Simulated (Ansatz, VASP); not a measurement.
# C3BrN in VASP and in Ansatz

```
C Br N
1.0
     3.66987    0.00000    0.00000
     0.00000    3.66987    0.00000
     0.00000    0.00000    3.66987
C Br N
3 1 1
Direct
  0.00000 0.50000 0.50000
  0.50000 0.00000 0.50000
  0.50000 0.50000 0.00000
  0.00000 0.00000 0.00000
  0.50000 0.50000 0.50000
```

Alike in both runs: functional PBE; k mesh 4 × 4 × 4; occupations gaussian, width 0.1 eV; collinear spin.

Ansatz relaxed the structure, and its values are those at the end. VASP's run is a single point on that final structure, the one shown.

```csv
,VASP,Ansatz
version,VASP 6.6.1,Ansatz 0.2.0
potentials or method,"VASP PAW PBE potentials, release 64 (C, Br, N), cutoff 520 eV","scalar-relativistic, plane waves, PAW"
valence electrons in the cell,24,24
```

Ansatz gave:

* gap on the k mesh at the Fermi level (eV): none
* pressure (GPa): -0.3
* net moment per atom (μB): 0.28
* size of the moment on the site where the two differ most (μB): 0.22

Task: What did VASP give for the same quantities?

Result: gap on the k mesh at the Fermi level (eV): none; pressure (GPa): -0.3; net moment per atom (μB): 0.28; size of the moment on the site where the two differ most (μB): 0.20.

Site moments also hang on the region over which each program counts them. A gap of «none» marks a metal or a gap that the smearing closes.

The k mesh is coarse, so the values compare programs but aren't converged.
